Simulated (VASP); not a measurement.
# MgB2 (P6/mmm) in VASP: notebook, part 2 of 2

VASP 6.6.1. Earlier steps stand in the parts before.

### 4 Electric field gradients, LDA

This run uses another cell than the first one, of 9.68 Å³/atom, 1.020 times its volume.

File INCAR:

```
  PREC = Accurate
  ENCUT = 520
  EDIFF = 1E-8
  ISMEAR = -1
  SIGMA = 0.05
  LREAL = F
  LASPH = T
  NELM = 100
  ALGO = Normal
  ISIF = 2
  LWAVE = F
  LCHARG = F
  LEFG = T
  NBANDS = 11
```

File KPOINTS:

```
Automatic mesh
0
Gamma
  12 12 9
```

File POSCAR:

```
MgB2
1.0
    3.0850007055      0.0000000000      0.0000000000
   -1.5425003528      2.6716889817      0.0000000000
    0.0000000000      0.0000000000      3.5230000000
Mg B
1 2
Direct
    0.0000000000      0.0000000000      0.0000000000
    0.3333333333      0.6666666667      0.5000000000
    0.6666666667      0.3333333333      0.5000000000
```

Potentials or basis: VASP PAW LDA potentials, release 64 (Mg, B).

On the command line:

```console
> cat potpaw_LDA.64/Mg/POTCAR potpaw_LDA.64/B/POTCAR > POTCAR
> mpirun -np 1 vasp_std > vasp.out
```

OUTCAR:

```text
PREC = Accurate
   ENCUT = 520
   EDIFF = 1E-8
   ISMEAR = -1
   LREAL = F
   LASPH = T
   NELM = 100
   ISIF = 2

 ion  position               nearest neighbor table
   1  0.000  0.000  0.000-   2 2.51   3 2.51   2 2.51   3 2.51   3 2.51   3 2.51   2 2.51   2 2.51
                             3 2.51   3 2.51   2 2.51   2 2.51
   2  0.333  0.667  0.500-   3 1.78   3 1.78   3 1.78   1 2.51   1 2.51   1 2.51   1 2.51   1 2.51
                             1 2.51
   3  0.667  0.333  0.500-   2 1.78   2 1.78   2 1.78   1 2.51   1 2.51   1 2.51   1 2.51   1 2.51
                             1 2.51

  LATTYP: Found a hexagonal cell.
 ALAT       =     3.0850007055
 C/A-ratio  =     1.1419770484

  Lattice vectors:

 A1 = (   3.0850007055,   0.0000000000,   0.0000000000)
 A2 = (  -1.5425003528,   2.6716889817,   0.0000000000)
 A3 = (   0.0000000000,   0.0000000000,   3.5230000000)

Analysis of symmetry for initial positions (statically):
=====================================================================
 Subroutine PRICEL returns:
 Original cell was already a primitive cell.

 Routine SETGRP: Setting up the symmetry group for a
 hexagonal supercell.

 Subroutine GETGRP returns: Found 24 space group operations
 (whereof 24 operations were pure point group operations)
 out of a pool of 24 trial point group operations.

The static configuration has the point symmetry D_6h.

Analysis of symmetry for dynamics (positions and initial velocities):
=====================================================================
 Subroutine PRICEL returns:
 Original cell was already a primitive cell.

 Routine SETGRP: Setting up the symmetry group for a
 hexagonal supercell.

[... 486 lines left out ...]
      2       0.2549      2.00000
      3       3.3501      2.00000
      4       3.5156      2.00000
      5       8.9995      0.00000
      6       9.8236      0.00000
      7      10.6098      0.00000
      8      14.5238      0.00000
      9      16.9660      0.00000
     10      17.7092      0.00000
     11      17.9365      0.00000

 [... further k-points ...]
[... 5 lines left out ...]
  --------------------------------------------------------------------------------------
  -------------------------------------------------------------------------------------
  Total       -1.5527778     -1.5527778     -1.3458946      0.0000000      0.0000000     -0.0000000
  in kB      -85.6773599    -85.6773599    -74.2622005      0.0000000      0.0000000     -0.0000000
  external PRESSURE =     -81.8723068 kB  Pullay stress =       0.0000000 kB

 VOLUME and BASIS-vectors are now :
 -----------------------------------------------------------------------------
  energy-cutoff  :      520.00
  volume of cell :       29.04
      direct lattice vectors                 reciprocal lattice vectors
     3.085000706  0.000000000  0.000000000     0.324149034  0.187147532  0.000000000
    -1.542500353  2.671688982  0.000000000     0.000000000  0.374295065  0.000000000
     0.000000000  0.000000000  3.523000000     0.000000000  0.000000000  0.283848992

 POSITION                                       TOTAL-FORCE (eV/Angst)
 -----------------------------------------------------------------------------------
      0.00000      0.00000      0.00000         0.000000      0.000000      0.000000
     -0.00000      1.78113      1.76150        -0.000000     -0.000000      0.000000
      1.54250      0.89056      1.76150         0.000000      0.000000      0.000000
 -----------------------------------------------------------------------------------
    total drift:                                0.000000     -0.000000      0.000000

  FREE ENERGIE OF THE ION-ELECTRON SYSTEM (eV)
  ---------------------------------------------------
  free  energy   TOTEN  =       -17.2526263983 eV

  energy  without entropy=      -17.2483285526  energy(sigma->0) =      -17.25047748

 Electric field gradients (V/A^2)
---------------------------------------------------------------------
 ion       V_xx      V_yy      V_zz      V_xy      V_xz      V_yz
---------------------------------------------------------------------
   1       0.190     0.190    -0.381    -0.000    -0.000     0.000
   2     -10.011   -10.011    20.023     0.000     0.000     0.000
   3     -10.011   -10.011    20.023     0.000     0.000     0.000
---------------------------------------------------------------------

 Electric field gradients after diagonalization (V/A^2)
 (convention: |V_zz| > |V_xx| > |V_yy|)
----------------------------------------------------------------------
 ion       V_xx      V_yy      V_zz     asymmetry (V_yy - V_xx)/ V_zz
----------------------------------------------------------------------
   1       0.190     0.190    -0.381       0.000
   2     -10.011   -10.011    20.023       0.000
   3     -10.011   -10.011    20.023       0.000
----------------------------------------------------------------------

           NMR quadrupolar parameters

 Cq : quadrupolar parameter    Cq=e*Q*V_zz/h
 eta: asymmetry parameters     (V_yy - V_xx)/ V_zz
 Q  : nuclear electric quadrupole moment in mb (millibarn)
----------------------------------------------------------------------
 ion       Cq(MHz)       eta       Q (mb)
----------------------------------------------------------------------
   1      -0.001       0.000       1.000
   2       0.048       0.000       1.000
   3       0.048       0.000       1.000
----------------------------------------------------------------------
```

stdout:

```text
POSCAR found type information on POSCAR MgB
 POSCAR found :  2 types and       3 ions
 scaLAPACK will be used
 LDA part: xc-table for (Slater(with rela. corr.)+CA(PZ))
 , standard interpolation
 POSCAR, INCAR and KPOINTS ok, starting setup
 FFT: planning ... GRIDC
 FFT: planning ... GRID_SOFT
 FFT: planning ... GRID
 WAVECAR not read
 entering main loop
ion   1

ion   2

ion   3
```

Run time: 38 s. Hardware: 1 thread of Intel Xeon 6975P-C, shared host; peak memory 0.15 GiB.

Results:

- Free energy: -17.2526 eV
- Pressure: -8.2 GPa
- Band gap on the k mesh: zero (band 4 reaches 7.00 eV, above the bottom of band 5 at 3.30 eV)

Electric field gradients, principal values (V/Å²):
| atom | least | middle | greatest (by size) |
| --- | --- | --- | --- |
| 1 Mg | 0.190 | 0.190 | -0.381 |
| 2 B | -10.011 | -10.011 | 20.023 |
| 3 B | -10.011 | -10.011 | 20.023 |

Caveat: without QUAD_EFG the Cq values of the log hold for a quadrupole moment of 1 mb, not for the nuclei.

### 5 Electric field gradients, LDA (volume scaled by 0.99)

INCAR: that of step 4 with these lines changed.

```diff
@@ -7,3 +7,3 @@
   LASPH = T
-  NELM = 100
+  NELM = 60
   ALGO = Normal
```

KPOINTS is that of step 4.

File POSCAR:

```
MgB2
1.0
    3.0746829003      0.0000000000      0.0000000000
   -1.5373414502      2.6627535003      0.0000000000
    0.0000000000      0.0000000000      3.5112173033
Mg B
1 2
Direct
    0.0000000000      0.0000000000      0.0000000000
    0.3333333333      0.6666666667      0.5000000000
    0.6666666667      0.3333333333      0.5000000000
```

Potentials or basis: VASP PAW LDA potentials, release 64 (Mg, B).

On the command line:

```console
> cat potpaw_LDA.64/Mg/POTCAR potpaw_LDA.64/B/POTCAR > POTCAR
> mpirun -np 1 vasp_std > vasp.out
```

OUTCAR:

```text
PREC = Accurate
   ENCUT = 520
   EDIFF = 1E-8
   ISMEAR = -1
   LREAL = F
   LASPH = T
   NELM = 60
   ISIF = 2

 ion  position               nearest neighbor table
   1  0.000  0.000  0.000-   2 2.50   3 2.50   2 2.50   3 2.50   3 2.50   3 2.50   2 2.50   2 2.50
                             3 2.50   3 2.50   2 2.50   2 2.50
   2  0.333  0.667  0.500-   3 1.78   3 1.78   3 1.78   1 2.50   1 2.50   1 2.50   1 2.50   1 2.50
                             1 2.50
   3  0.667  0.333  0.500-   2 1.78   2 1.78   2 1.78   1 2.50   1 2.50   1 2.50   1 2.50   1 2.50
                             1 2.50

  LATTYP: Found a hexagonal cell.
 ALAT       =     3.0746829003
 C/A-ratio  =     1.1419770484

  Lattice vectors:

 A1 = (   3.0746829003,   0.0000000000,   0.0000000000)
 A2 = (  -1.5373414502,   2.6627535003,   0.0000000000)
 A3 = (   0.0000000000,   0.0000000000,   3.5112173033)

Analysis of symmetry for initial positions (statically):
=====================================================================
 Subroutine PRICEL returns:
 Original cell was already a primitive cell.

 Routine SETGRP: Setting up the symmetry group for a
 hexagonal supercell.

 Subroutine GETGRP returns: Found 24 space group operations
 (whereof 24 operations were pure point group operations)
 out of a pool of 24 trial point group operations.

The static configuration has the point symmetry D_6h.

Analysis of symmetry for dynamics (positions and initial velocities):
=====================================================================
 Subroutine PRICEL returns:
 Original cell was already a primitive cell.

 Routine SETGRP: Setting up the symmetry group for a
 hexagonal supercell.

 Subroutine GETGRP returns: Found 24 space group operations
 (whereof 24 operations were pure point group operations)
 out of a pool of 24 trial point group operations.

The dynamic configuration has the point symmetry D_6h.

 Subroutine INISYM returns: Found 24 space group operations
 (whereof 24 operations are pure point group operations),
 and found     1 'primitive' translations

----------------------------------------------------------------------------------------

                                     Primitive cell

  volume of cell :      28.7468

  direct lattice vectors                    reciprocal lattice vectors
     3.074682900  0.000000000  0.000000000     0.325236791  0.187775549  0.000000000
    -1.537341450  2.662753500  0.000000000     0.000000000  0.375551098  0.000000000
     0.000000000  0.000000000  3.511217303     0.000000000  0.000000000  0.284801513

  length of vectors
     3.074682900  3.074682900  3.511217303     0.375551098  0.375551098  0.284801513

  position of ions in fractional coordinates (direct lattice)
     0.000000000  0.000000000  0.000000000
     0.333333333  0.666666667  0.500000000
     0.666666667  0.333333333  0.500000000

  ion indices of the primitive-cell ions
   primitive index   ion index
                 1           1
                 2           2
                 3           3

[... 88 lines left out ...]
   IALGO  =     38    algorithm
   IMIX   =      4    mixing-type and parameters
     AMIX     =   0.40;   BMIX     =  1.00
     AMIX_MAG =   1.60;   BMIX_MAG =  1.00
  volume/ion in A,a.u.               =       9.58        64.66
  Fermi-wavevector in a.u.,A,eV,Ry     =   1.068830  2.019795 15.543252  1.142397
  Thomas-Fermi vector in A             =   2.204490
   LORBIT       =      0    0 simple, 1 ext, 2 COOP (PROOUT), +10 PAW based schemes
   GGA     = CA    functional components
   LHFCALC =     F    Hartree Fock is set to
   AEXX    =    0.0000 exact exchange contribution
   IVDW    =     0    specifies the selected vdW correction
   LEPSILON=     F    determine dielectric tensor
   LRPA    =     F    only Hartree local field effects (RPA)
 non-spin polarized calculation
  energy-cutoff  :      520.00
  volume of cell :       28.75
 maximum number of plane-waves:       788
 NGX is ok and might be reduce to    24
   NGX = 11   NGY = 11   NGZ = 13

 number of electron       8.0000000 magnetization

 Free energy of the ion-electron system (eV)
  ---------------------------------------------------
  ext. energy  EPLUGINS =         0.00000000
  ---------------------------------------------------
  free energy    TOTEN  =       -17.26610717 eV

  energy without entropy =      -17.26180465  energy(sigma->0) =      -17.26395591

 E-fermi :   5.2487     XC(G=0): -11.1351

 val. band max:        5.2432862652   @ k =   0.4167   0.1667   0.1111
 cond. band min:       5.2871855644   @ k =   0.2500   0.2500   0.4444
 fundamental gap:      0.0438992992
 Fermi energy:         5.2487156723

 k-point     1 :       0.0000    0.0000    0.0000
  band No.  band energies     occupation
      1      -7.0671      2.00000
      2       2.3346      2.00000
      3       5.6380      0.00083
      4       5.6380      0.00083
      5       6.9595      0.00000
      6      11.5892      0.00000
      7      11.5892      0.00000
      8      13.6078      0.00000
      9      15.1810      0.00000
     10      17.9132      0.00000
     11      21.3803      0.00000
[... 309 lines left out ...]
 k-point    24 :       0.3333    0.0000    0.1111
  band No.  band energies     occupation
      1      -5.0676      2.00000
      2       0.3074      2.00000
      3       3.4095      2.00000
      4       3.5785      2.00000
      5       9.0907      0.00000
      6       9.9310      0.00000
      7      10.7595      0.00000
      8      14.6755      0.00000
      9      17.1336      0.00000
     10      17.8827      0.00000
     11      18.0889      0.00000

 [... further k-points ...]
[... 5 lines left out ...]
  --------------------------------------------------------------------------------------
  -------------------------------------------------------------------------------------
  Total       -1.2500823     -1.2500823     -1.1575140      0.0000000     -0.0000000     -0.0000000
  in kB      -69.6723036    -69.6723036    -64.5130865      0.0000000     -0.0000000     -0.0000000
  external PRESSURE =     -67.9525646 kB  Pullay stress =       0.0000000 kB

 VOLUME and BASIS-vectors are now :
 -----------------------------------------------------------------------------
  energy-cutoff  :      520.00
  volume of cell :       28.75
      direct lattice vectors                 reciprocal lattice vectors
     3.074682900  0.000000000  0.000000000     0.325236791  0.187775549  0.000000000
    -1.537341450  2.662753500  0.000000000     0.000000000  0.375551098  0.000000000
     0.000000000  0.000000000  3.511217303     0.000000000  0.000000000  0.284801513

 POSITION                                       TOTAL-FORCE (eV/Angst)
 -----------------------------------------------------------------------------------
      0.00000      0.00000      0.00000         0.000000     -0.000000      0.000000
     -0.00000      1.77517      1.75561         0.000000      0.000000      0.000000
      1.53734      0.88758      1.75561        -0.000000     -0.000000      0.000000
 -----------------------------------------------------------------------------------
    total drift:                                0.000000     -0.000000      0.000000

  FREE ENERGIE OF THE ION-ELECTRON SYSTEM (eV)
  ---------------------------------------------------
  free  energy   TOTEN  =       -17.2661071650 eV

  energy  without entropy=      -17.2618046521  energy(sigma->0) =      -17.26395591

 Electric field gradients (V/A^2)
---------------------------------------------------------------------
 ion       V_xx      V_yy      V_zz      V_xy      V_xz      V_yz
---------------------------------------------------------------------
   1       0.196     0.196    -0.392    -0.000     0.000     0.000
   2     -10.044   -10.044    20.087    -0.000     0.000    -0.000
   3     -10.044   -10.044    20.087    -0.000     0.000     0.000
---------------------------------------------------------------------

 Electric field gradients after diagonalization (V/A^2)
 (convention: |V_zz| > |V_xx| > |V_yy|)
----------------------------------------------------------------------
 ion       V_xx      V_yy      V_zz     asymmetry (V_yy - V_xx)/ V_zz
----------------------------------------------------------------------
   1       0.196     0.196    -0.392       0.000
   2     -10.044   -10.044    20.087       0.000
   3     -10.044   -10.044    20.087       0.000
----------------------------------------------------------------------

           NMR quadrupolar parameters

 Cq : quadrupolar parameter    Cq=e*Q*V_zz/h
 eta: asymmetry parameters     (V_yy - V_xx)/ V_zz
 Q  : nuclear electric quadrupole moment in mb (millibarn)
----------------------------------------------------------------------
 ion       Cq(MHz)       eta       Q (mb)
----------------------------------------------------------------------
   1      -0.001       0.000       1.000
   2       0.049       0.000       1.000
   3       0.049       0.000       1.000
----------------------------------------------------------------------
```

OSZICAR:

```text
N       E                     dE             d eps       ncg     rms          rms(c)
DAV:   1     0.241181049873E+01    0.24118E+01   -0.38192E+03  2226   0.612E+02
DAV:   2    -0.185737053764E+02   -0.20986E+02   -0.19970E+02  2803   0.107E+02
DAV:   3    -0.191246477805E+02   -0.55094E+00   -0.54865E+00  2682   0.142E+01
DAV:   4    -0.191259860766E+02   -0.13383E-02   -0.13382E-02  2438   0.770E-01
DAV:   5    -0.191259898385E+02   -0.37619E-05   -0.37619E-05  2626   0.416E-02    0.520E+00
DAV:   6    -0.175316954450E+02    0.15943E+01   -0.20485E+00  2374   0.658E+00    0.233E+00
DAV:   7    -0.172761358775E+02    0.25556E+00   -0.10721E+00  2435   0.473E+00    0.681E-01
DAV:   8    -0.172767227312E+02   -0.58685E-03   -0.13434E-01  2323   0.191E+00    0.405E-01
DAV:   9    -0.172663238433E+02    0.10399E-01   -0.23360E-02  2318   0.690E-01    0.716E-02
DAV:  10    -0.172661113664E+02    0.21248E-03   -0.16406E-03  2548   0.217E-01    0.201E-02
DAV:  11    -0.172661081050E+02    0.32614E-05   -0.45009E-05  2321   0.422E-02    0.404E-03
DAV:  12    -0.172661072922E+02    0.81286E-06   -0.55402E-06  2396   0.105E-02    0.172E-03
DAV:  13    -0.172661071656E+02    0.12654E-06   -0.38899E-07  2354   0.336E-03    0.223E-04
DAV:  14    -0.172661071650E+02    0.60822E-09   -0.12539E-08  2203   0.737E-04
   1 F= -.17266107E+02 E0= -.17263956E+02  d E =-.430251E-02
```

Run time: 39 s. Hardware: 1 thread of Intel Xeon 6975P-C, shared host; peak memory 0.15 GiB.

What came out:

```
Free energy            : -17.2661 eV
Pressure               : -6.8 GPa
Band gap on the k mesh : zero (band 4 reaches 7.08 eV, above the bottom of band 5 at 3.36 eV)
```

Electric field gradients, principal values (V/Å²):
| atom | least | middle | greatest (by size) |
| --- | --- | --- | --- |
| 1 Mg | 0.196 | 0.196 | -0.392 |
| 2 B | -10.044 | -10.044 | 20.087 |
| 3 B | -10.044 | -10.044 | 20.087 |

Caveat: the cell differs from its parent crystal (volume scaled by 0.99); without QUAD_EFG the Cq values of the log hold for a quadrupole moment of 1 mb, not for the nuclei.

### 6 Summary

| cell | gap on the mesh (eV) | pressure (GPa) |
| --- | --- | --- |
| a = 3.064, b = 3.064, c = 3.499 Å, angles 90.0, 90.0, 120.0°, 3 atoms | none | -5.3 |
| a = 3.085, b = 3.085, c = 3.523 Å, angles 90.0, 90.0, 120.0°, 3 atoms | none | -8.2 |
| a = 3.075, b = 3.075, c = 3.511 Å, angles 90.0, 90.0, 120.0°, 3 atoms | none | -6.8 |

Alike in all rows: task electric field gradients; level LDA; potentials or basis VASP PAW LDA potentials, release 64 (Mg, B); no spin polarisation; k mesh 12 × 12 × 9; cutoff (eV) 520; smearing fermi-dirac 0.05 eV.

Total energies depend on the potentials used, so only differences within one code and one set of settings carry meaning.
